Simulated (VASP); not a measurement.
Input of a VASP 6.6.1 run:

The input INCAR:

```
PREC = Accurate ; ENCUT = 520
EDIFF = 1E-7 ; ISMEAR = 0
SIGMA = 0.05 ; LREAL = False
LASPH = True ; NELM = 80
ALGO = Normal ; ISIF = 2
LWAVE = False ; LCHARG = False
GGA = CA ; NBANDS = 16
```

File KPOINTS:

```
Automatic mesh
0
Gamma
  9 9 6
```

The input POSCAR:

```
AlN
1.0
    3.1143789636      0.0000000000      0.0000000000
   -1.5571894818      2.6971312995      0.0000000000
    0.0000000000      0.0000000000      4.9848021043
Al N
2 2
Direct
    0.3333333333      0.6666666667      0.0015212672
    0.6666666667      0.3333333333      0.5015212672
    0.3333333333      0.6666666667      0.3834787328
    0.6666666667      0.3333333333      0.8834787328
```

Potentials or basis: VASP PAW LDA potentials, release 64 (Al, N).

The run is started by

```console
$ cat potpaw_LDA.64/Al/POTCAR potpaw_LDA.64/N/POTCAR > POTCAR
$ mpirun -np 1 vasp_std > vasp.out
```

(1) What does it give for the pressure?

(2) What does it give for the largest force?

(3) Estimate the band gap on the k mesh.

## Answers

(1) -4.4 GPa.

(2) 0.010 eV/Å.

(3) 4.20 eV, direct.
